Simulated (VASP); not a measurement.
# W3Se (I4/mmm) in VASP: a series of runs

Runs on W3Se. Level: PBE. Tasks: single point, relaxation of cell and atoms.

Everything below comes from runs of VASP 6.6.1. Logs are shortened: lines on timing, memory, paths and dates and some standing lists are left out, and cuts for length are marked.

## Step 1: The cell of the first run

The structure is tetragonal, space group I4/mmm (No. 139). Conventional cell: a = 3.777 Å, b = 3.777 Å, c = 9.111 Å, α = 90.00°, β = 90.00°, γ = 90.00°. W (site symmetry 4/mmm) has 4 Se at 2.67 Å and 8 W at 2.96 Å within 3.5 Å. W (site symmetry -4m2) has 8 W at 2.67 to 2.96 Å and 4 Se at 2.96 Å within 3.5 Å. Se (site symmetry 4/mmm) has 12 W at 2.67 to 2.96 Å within 3.5 Å.

## Step 2: Single point, PBE

INCAR reads:

```
  PREC = Accurate
  ENCUT = 520
  EDIFF = 1E-6
  ISMEAR = 0
  SIGMA = 0.1
  LREAL = F
  LASPH = T
  NELM = 60
  ALGO = Normal
  ISIF = 2
  LWAVE = F
  LCHARG = F
  GGA = PE
  NBANDS = 32
```

KPOINTS reads:

```
regular mesh
0
Gamma
  6 6 6
```

POSCAR reads:

```
W3Se
1.0
   -1.8887362329      1.8887362329      4.5557362120
    1.8887362329     -1.8887362329      4.5557362120
    1.8887362329      1.8887362329     -4.5557362120
W Se
3 1
Direct
    0.5000000000      0.5000000000      0.0000000000
    0.2500000000      0.7500000000      0.5000000000
    0.7500000000      0.2500000000      0.5000000000
    0.0000000000      0.0000000000      0.0000000000
```

Potentials or basis: VASP PAW PBE potentials, release 64 (W_sv, Se).

On the command line:

```
cat potpaw_PBE.64/W_sv/POTCAR potpaw_PBE.64/Se/POTCAR > POTCAR
mpirun -np 1 vasp_std > vasp.out
```

OUTCAR:

```text
PREC = Accurate
   ENCUT = 520
   EDIFF = 1E-6
   ISMEAR = 0
   LREAL = F
   LASPH = T
   NELM = 60
   ISIF = 2
   GGA = PE

 ion  position               nearest neighbor table
   1  0.500  0.500  0.000-   4 2.67   4 2.67   4 2.67   4 2.67   3 2.96   2 2.96   3 2.96   3 2.96
                             2 2.96   2 2.96   3 2.96   2 2.96
   2  0.250  0.750  0.500-   3 2.67   3 2.67   3 2.67   3 2.67   4 2.96   1 2.96   4 2.96   1 2.96
                             4 2.96   4 2.96   1 2.96   1 2.96
   3  0.750  0.250  0.500-   2 2.67   2 2.67   2 2.67   2 2.67   4 2.96   1 2.96   4 2.96   4 2.96
                             1 2.96   1 2.96   4 2.96   1 2.96
   4  0.000  0.000  0.000-   1 2.67   1 2.67   1 2.67   1 2.67   3 2.96   2 2.96   3 2.96   2 2.96
                             3 2.96   3 2.96   2 2.96   2 2.96

  LATTYP: Found a body centered tetragonal cell.
 ALAT       =     3.7774724658
 C/A-ratio  =     2.4120552847

  Lattice vectors:

 A1 = (  -1.8887362329,   1.8887362329,   4.5557362120)
 A2 = (   1.8887362329,  -1.8887362329,   4.5557362120)
 A3 = (   1.8887362329,   1.8887362329,  -4.5557362120)

Analysis of symmetry for initial positions (statically):
=====================================================================
 Subroutine PRICEL returns:
 Original cell was already a primitive cell.

 Routine SETGRP: Setting up the symmetry group for a
 body centered tetragonal supercell.

 Subroutine GETGRP returns: Found 16 space group operations
 (whereof 16 operations were pure point group operations)
 out of a pool of 16 trial point group operations.

The static configuration has the point symmetry D_4h.

Analysis of symmetry for dynamics (positions and initial velocities):
=====================================================================
 Subroutine PRICEL returns:
 Original cell was already a primitive cell.

 Routine SETGRP: Setting up the symmetry group for a
 body centered tetragonal supercell.

 Subroutine GETGRP returns: Found 16 space group operations
 (whereof 16 operations were pure point group operations)
 out of a pool of 16 trial point group operations.

The dynamic configuration has the point symmetry D_4h.

 Subroutine INISYM returns: Found 16 space group operations
 (whereof 16 operations are pure point group operations),
 and found     1 'primitive' translations

----------------------------------------------------------------------------------------

                                     Primitive cell

  volume of cell :      65.0072

  direct lattice vectors                    reciprocal lattice vectors
    -1.888736233  1.888736233  4.555736212     0.000000000  0.264727277  0.109751745
     1.888736233 -1.888736233  4.555736212     0.264727277  0.000000000  0.109751745
     1.888736233  1.888736233 -4.555736212     0.264727277  0.264727277  0.000000000

  length of vectors
     5.281039817  5.281039817  5.281039817     0.286576302  0.286576302  0.374380906

  position of ions in fractional coordinates (direct lattice)
     0.500000000  0.500000000  0.000000000
     0.250000000  0.750000000  0.500000000
     0.750000000  0.250000000  0.500000000
     0.000000000  0.000000000  0.000000000

  ion indices of the primitive-cell ions
   primitive index   ion index
                 1           1
                 2           2
                 3           3
                 4           4

----------------------------------------------------------------------------------------

 KPOINTS: regular mesh

Automatic generation of k-mesh.
 Grid dimensions read from file:
 generate k-points for:    6    6    6

 Generating k-lattice:

  Cartesian coordinates                     Fractional coordinates (reciprocal lattice)
     0.000000000  0.044121213  0.018291958     0.166666667  0.000000000  0.000000000
     0.044121213  0.000000000  0.018291958     0.000000000  0.166666667  0.000000000
     0.044121213  0.044121213  0.000000000     0.000000000  0.000000000  0.166666667

  Length of vectors
     0.047762717  0.047762717  0.062396818

  Shift w.r.t. Gamma in fractional coordinates (k-lattice)
     0.000000000  0.000000000  0.000000000

 Subroutine IBZKPT returns following result:
 ===========================================

 Found     30 irreducible k-points:

 Following reciprocal coordinates:
            Coordinates               Weight
  0.000000  0.000000  0.000000      1.000000
  0.166667  0.000000  0.000000      8.000000
  0.333333 -0.000000  0.000000      8.000000
  0.500000  0.000000 -0.000000      4.000000
  0.166667  0.166667  0.000000      8.000000
  0.333333  0.166667  0.000000     16.000000
[... 16 lines left out ...]
 -0.333333 -0.333333  0.166667      8.000000
 -0.166667 -0.333333  0.166667      8.000000
 [... further k-points ...]
   k-points           NKPTS =     30   k-points in BZ     NKDIM =     30   number of bands    NBANDS=     32
   number of dos      NEDOS =    301   number of ions     NIONS =      4
   total plane-waves  NPLWV =  64000
   dimension x,y,z NGX =    40 NGY =   40 NGZ =   40
   dimension x,y,z NGXF=    80 NGYF=   80 NGZF=   80
   ions per type =               3   1
   NGX,Y,Z   is equivalent  to a cutoff of  12.59, 12.59, 12.59 a.u.
   NGXF,Y,Z  is equivalent  to a cutoff of  25.18, 25.18, 25.18 a.u.
 SYSTEM =  unknown system
   PREC   = accura    normal or accurate (medium, high low for compatibility)
   ISTART =      0    job   : 0-new  1-cont  2-samecut
   ICHARG =      2    charge: 1-file 2-atom 10-const
   ISPIN  =      1    spin polarized calculation?
   LNONCOLLINEAR =      F non collinear calculations
   LSORBIT =      F    spin-orbit coupling
   LASPH  =      T    aspherical Exc in radial PAW
   ENCUT  =  520.0 eV  38.22 Ry    6.18 a.u.   9.82  9.82  9.82*2*pi/ulx,y,z
   NELM   =     60;   NELMIN=  2; NELMDL= -5     # of ELM steps
   EDIFF  = 0.1E-05   stopping-criterion for ELM
   LREAL  =      F    real-space projection
   EDIFFG = 0.1E-04   stopping-criterion for IOM
   NSW    =      0    number of steps for IOM
   IBRION =     -1    ionic relax: 0-MD 1-quasi-New 2-CG
   NFREE  =      0    steps in history (QN), initial steepest desc. (CG)
   ISIF   =      2    stress and relaxation
   ISYM   =      2    0-nonsym 1-usesym 2-fastsym
   POTIM  = 0.5000    time-step for ionic-motion
   TEBEG  =    0.0;   TEEND  =   0.0 temperature during run
   PSTRESS=    0.0 pullay stress
   NELECT =      48.0000    total number of electrons
   NUPDOWN=      -1.0000    fix difference up-down
   EMIN   =  10.00;   EMAX   =-10.00  energy-range for DOS
   EFERMI =   0.00;   METHOD = LEGACY
   ISMEAR =     0;   SIGMA  =   0.10  broadening in eV -4-tet -1-fermi 0-gaus
   EFERMI_NEDOS =   21; number of points for ismear=-14 and -15
   IALGO  =     38    algorithm
   IMIX   =      4    mixing-type and parameters
     AMIX     =   0.40;   BMIX     =  1.00
     AMIX_MAG =   1.60;   BMIX_MAG =  1.00
  volume/ion in A,a.u.               =      16.25       109.67
  Fermi-wavevector in a.u.,A,eV,Ry     =   1.479681  2.796192 29.789367  2.189457
  Thomas-Fermi vector in A             =   2.593809
   LORBIT       =      0    0 simple, 1 ext, 2 COOP (PROOUT), +10 PAW based schemes
   GGA     = PE    functional components
   LHFCALC =     F    Hartree Fock is set to
   AEXX    =    0.0000 exact exchange contribution
   IVDW    =     0    specifies the selected vdW correction
   LEPSILON=     F    determine dielectric tensor
   LRPA    =     F    only Hartree local field effects (RPA)
 non-spin polarized calculation
 Gauss-broadening in eV      SIGMA  =   0.10
  energy-cutoff  :      520.00
  volume of cell :       65.01
 maximum number of plane-waves:      1760
   NGX = 19   NGY = 19   NGZ = 19

 number of electron      48.0000000 magnetization

 Free energy of the ion-electron system (eV)
  ---------------------------------------------------
  ext. energy  EPLUGINS =         0.00000000
  ---------------------------------------------------
  free energy    TOTEN  =       -39.19023945 eV

  energy without entropy =      -39.16686335  energy(sigma->0) =      -39.17855140

 E-fermi :  10.9154     XC(G=0): -13.0196

 val. band max:       10.9100385945   @ k =  -0.3333   0.1667  -0.0000
 cond. band min:      10.9387190901   @ k =   0.5000   0.1667   0.0000
 fundamental gap:      0.0286804956
 Fermi energy:        10.9153557101

 k-point     1 :       0.0000    0.0000    0.0000
  band No.  band energies     occupation
      1     -63.3752      2.00000
      2     -63.2624      2.00000
      3     -63.1107      2.00000
      4     -27.9091      2.00000
      5     -27.9091      2.00000
      6     -27.8714      2.00000
[... 24 lines left out ...]
     31      15.2793      0.00000
     32      16.1549      0.00000

 k-point     2 :       0.1667    0.0000    0.0000
  band No.  band energies     occupation
      1     -63.3728      2.00000
      2     -63.2539      2.00000
      3     -63.1214      2.00000
      4     -27.8974      2.00000
      5     -27.8541      2.00000
      6     -27.8043      2.00000
[... 24 lines left out ...]
     31      14.6105      0.00000
     32      15.9174      0.00000

 k-point     3 :       0.3333   -0.0000    0.0000
  band No.  band energies     occupation
      1     -63.3686      2.00000
      2     -63.2284      2.00000
      3     -63.1507      2.00000
      4     -27.8062      2.00000
      5     -27.7788      2.00000
      6     -27.7340      2.00000
[... 24 lines left out ...]
     31      13.8872      0.00000
     32      14.5637      0.00000

 k-point     4 :       0.5000    0.0000   -0.0000
  band No.  band energies     occupation
      1     -63.3668      2.00000
      2     -63.1910      2.00000
      3     -63.1896      2.00000
      4     -27.8106      2.00000
      5     -27.6988      2.00000
      6     -27.6740      2.00000
[... 24 lines left out ...]
     31      14.3858      0.00000
     32      14.6787      0.00000

 k-point     5 :       0.1667    0.1667    0.0000
  band No.  band energies     occupation
      1     -63.3703      2.00000
      2     -63.2469      2.00000
      3     -63.1307      2.00000
      4     -27.9812      2.00000
      5     -27.7907      2.00000
      6     -27.7421      2.00000
[... 584 lines left out ...]
     31      13.8515      0.00000
     32      14.6885      0.00000

 k-point    22 :      -0.1667    0.5000    0.1667
  band No.  band energies     occupation
      1     -63.3668      2.00000
      2     -63.2303      2.00000
      3     -63.1506      2.00000
      4     -27.8148      2.00000
      5     -27.7741      2.00000
      6     -27.7320      2.00000
[... 24 lines left out ...]
     31      14.1022      0.00000
     32      14.2719      0.00000

 k-point    23 :      -0.3333   -0.3333    0.1667
  band No.  band energies     occupation
      1     -63.3673      2.00000
      2     -63.2499      2.00000
      3     -63.1307      2.00000
      4     -27.9868      2.00000
      5     -27.7707      2.00000
      6     -27.7553      2.00000
[... 24 lines left out ...]
     31      13.9090      0.00000
     32      14.8004      0.00000

 k-point    24 :      -0.1667   -0.3333    0.1667
  band No.  band energies     occupation
      1     -63.3697      2.00000
      2     -63.2570      2.00000
      3     -63.1215      2.00000
      4     -27.8967      2.00000
      5     -27.8864      2.00000
      6     -27.7813      2.00000
[... 24 lines left out ...]
     31      14.5362      0.00000
     32      15.4293      0.00000

 [... further k-points ...]

------------------------ aborting loop because EDIFF is reached ----------------------------------------

  FORCE on cell =-STRESS in cart. coord.  units (eV):
  Direction    XX          YY          ZZ          XY          YZ          ZX
  --------------------------------------------------------------------------------------
  -------------------------------------------------------------------------------------
  Total        0.2036323      0.2036323      0.1146385      0.0000000      0.0000000      0.0000000
  in kB        5.0187560      5.0187560      2.8254004      0.0000000      0.0000000      0.0000000
  external PRESSURE =       4.2876375 kB  Pullay stress =       0.0000000 kB

 VOLUME and BASIS-vectors are now :
 -----------------------------------------------------------------------------
  energy-cutoff  :      520.00
  volume of cell :       65.01
      direct lattice vectors                 reciprocal lattice vectors
    -1.888736233  1.888736233  4.555736212     0.000000000  0.264727277  0.109751745
     1.888736233 -1.888736233  4.555736212     0.264727277  0.000000000  0.109751745
     1.888736233  1.888736233 -4.555736212     0.264727277  0.264727277  0.000000000

 POSITION                                       TOTAL-FORCE (eV/Angst)
 -----------------------------------------------------------------------------------
      0.00000      0.00000      4.55574        -0.000000     -0.000000      0.000000
      1.88874     -0.00000      2.27787         0.000000      0.000000     -0.000000
     -0.00000      1.88874      2.27787        -0.000000      0.000000      0.000000
      0.00000      0.00000      0.00000        -0.000000     -0.000000      0.000000
 -----------------------------------------------------------------------------------
    total drift:                               -0.000000     -0.000000      0.000000

  FREE ENERGIE OF THE ION-ELECTRON SYSTEM (eV)
  ---------------------------------------------------
  free  energy   TOTEN  =       -39.1902394537 eV

  energy  without entropy=      -39.1668633484  energy(sigma->0) =      -39.17855140
```

Wall time 2.9 min (1 thread of AMD EPYC 7R13, shared host); peak memory 0.23 GiB.

Results:

```yaml
Free_energy: -39.1902 eV
Pressure: 0.4 GPa
Band_gap_on_the_k_mesh: zero (band 24 reaches 11.12 eV, above the bottom of band 25 at 10.54 eV)
```

Levels at points of the mesh, in eV from the Fermi level:
```
           k point  band 21  band 22  band 23  band 24  band 25  band 26  band 27  band 28
(0.00, 0.00, 0.00)    -2.42    -1.45    -1.45    -0.65     0.29     0.29     0.37     1.11
(0.50, 0.00, 0.00)    -1.38    -1.04    -0.95    -0.41    -0.38    -0.08     0.53     0.59
(0.50, 0.50, 0.00)    -2.12    -1.77    -0.40     0.20     0.43     0.82     0.86     1.17
(0.50, 0.50, 0.50)    -4.03    -3.59    -1.19    -0.16     0.59     2.02     2.02     2.03
```

Caveat: the k points lie up to 0.39 Å⁻¹ apart; spin-orbit coupling is left out, which moves the levels of the heavy elements.

## Step 3: Single point, PBE

This run uses another cell than the first one, of 18.62 Å³/atom, 1.146 times its volume.

INCAR reads:

```
SYSTEM = W3Se
ALGO = Normal
EDIFF = 1E-6
ENCUT = 520
GGA = PE
ISIF = 2
ISMEAR = 0
LASPH = .True.
LCHARG = .False.
LREAL = .False.
LWAVE = .False.
NBANDS = 32
NELM = 60
PREC = Accurate
SIGMA = 0.1
```

KPOINTS reads:

```
k-points
0
Gamma
  6 6 6
  0 0 0
```

POSCAR reads:

```
W3Se
1.0
   -2.0276079623      2.0276079623      4.5292022015
    2.0276079623     -2.0276079623      4.5292022015
    2.0276079623      2.0276079623     -4.5292022015
W Se
3 1
Direct
    0.5000000000      0.5000000000      0.0000000000
    0.2500000000      0.7500000000      0.5000000000
    0.7500000000      0.2500000000      0.5000000000
    0.0000000000      0.0000000000      0.0000000000
```

Potentials or basis: VASP PAW PBE potentials, release 64 (W_sv, Se).

On the command line:

```
cat potpaw_PBE.64/W_sv/POTCAR potpaw_PBE.64/Se/POTCAR > POTCAR
mpirun -np 1 vasp_std > vasp.out
```

OUTCAR:

```text
SYSTEM = W3Se
   EDIFF = 1E-6
   ENCUT = 520
   GGA = PE
   ISIF = 2
   ISMEAR = 0
   LASPH = .True.
   LREAL = .False.
   NELM = 60
   PREC = Accurate

 ion  position               nearest neighbor table
   1  0.500  0.500  0.000-   4 2.87   4 2.87   4 2.87   4 2.87   3 3.04   2 3.04   3 3.04   2 3.04
                             2 3.04   2 3.04   3 3.04   3 3.04
   2  0.250  0.750  0.500-   3 2.87   3 2.87   3 2.87   3 2.87   4 3.04   1 3.04   4 3.04   1 3.04
                             4 3.04   4 3.04   1 3.04   1 3.04
[... 1047 lines left out ...]
  -------------------------------------------------------------------------------------
  Total      -10.7479731    -10.7479731     -9.6090596      0.0000000     -0.0000000     -0.0000000
  in kB     -231.1998121   -231.1998121   -206.7006262      0.0000000     -0.0000000     -0.0000000
  external PRESSURE =    -223.0334168 kB  Pullay stress =       0.0000000 kB

 VOLUME and BASIS-vectors are now :
 -----------------------------------------------------------------------------
  energy-cutoff  :      520.00
  volume of cell :       74.48
      direct lattice vectors                 reciprocal lattice vectors
    -2.027607962  2.027607962  4.529202202     0.000000000  0.246595994  0.110394718
     2.027607962 -2.027607962  4.529202202     0.246595994  0.000000000  0.110394718
     2.027607962  2.027607962 -4.529202202     0.246595994  0.246595994  0.000000000

 POSITION                                       TOTAL-FORCE (eV/Angst)
 -----------------------------------------------------------------------------------
      0.00000      0.00000      4.52920         0.000000     -0.000000     -0.000000
      2.02761     -0.00000      2.26460         0.000000     -0.000000      0.000000
     -0.00000      2.02761      2.26460        -0.000000      0.000000      0.000000
      0.00000      0.00000      0.00000         0.000000     -0.000000     -0.000000
 -----------------------------------------------------------------------------------
    total drift:                               -0.000000     -0.000000      0.000000

  FREE ENERGIE OF THE ION-ELECTRON SYSTEM (eV)
  ---------------------------------------------------
  free  energy   TOTEN  =       -38.3829034864 eV

  energy  without entropy=      -38.3572740142  energy(sigma->0) =      -38.37008875
```

Run time: 3 min. Hardware: 1 thread of AMD EPYC 7R13, shared host; peak memory 0.24 GiB.

What came out:

```yaml
Free_energy: -38.3829 eV
Pressure: -22.3 GPa
Band_gap_on_the_k_mesh: zero (band 24 reaches 9.14 eV, above the bottom of band 25 at 8.68 eV)
```

Levels at points of the mesh, in eV from the Fermi level:
| k point | band 22 | band 23 | band 24 | band 25 | band 26 | band 27 |
| --- | --- | --- | --- | --- | --- | --- |
| (0.00, 0.00, 0.00) | -1.33 | -1.33 | -0.11 | 0.45 | 0.70 | 0.70 |
| (0.50, 0.00, 0.00) | -1.05 | -0.76 | -0.33 | -0.31 | 0.13 | 0.32 |
| (0.50, 0.50, 0.00) | -1.51 | -0.34 | -0.08 | 0.48 | 0.57 | 0.75 |
| (0.50, 0.50, 0.50) | -2.45 | -0.76 | -0.36 | 0.75 | 1.43 | 1.43 |

Caveat: the k points lie up to 0.37 Å⁻¹ apart; spin-orbit coupling is left out, which moves the levels of the heavy elements.

(Part 1 of 2 ends here.)
